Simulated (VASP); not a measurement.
Input of a VASP 6.6.1 run:

Contents of INCAR:

```
SYSTEM = ZnS
PREC = Accurate
ENCUT = 520
EDIFF = 1E-8
ISMEAR = 0
SIGMA = 0.01
LREAL = .False.
LASPH = .True.
NELM = 100
ALGO = Normal
ISIF = 2
LWAVE = .False.
LCHARG = .False.
GGA = PS
NBANDS = 16
IBRION = 8
NSW = 1
LEPSILON = .True.
```

File KPOINTS:

```
Automatic mesh
0
Gamma
  8 8 8
  0 0 0
```

File POSCAR:

```
ZnS
1.0
    0.0000000000      2.6777696458      2.6777696458
    2.6777696458      0.0000000000      2.6777696458
    2.6777696458      2.6777696458      0.0000000000
Zn S
1 1
Direct
    0.7500000000      0.7500000000      0.7500000000
    0.0000000000      0.0000000000      0.0000000000
```

Potentials or basis: VASP PAW PBE potentials, release 64 (Zn, S).

The run is started by

```console
$ cat potpaw_PBE.64/Zn/POTCAR potpaw_PBE.64/S/POTCAR > POTCAR
$ mpirun -np 1 vasp_std > vasp.out
```

Predict the electronic dielectric tensor (diagonal).

6.17.

Predict the Born charges (mean of the diagonal).

Zn +1.97; S -1.97 e.

Predict the highest phonon frequency at Γ, LO-TO splitting left out.

280 cm⁻¹.

Electronic dielectric tensor:
```
6.17 0.00 0.00
0.00 6.17 0.00
0.00 0.00 6.17
```
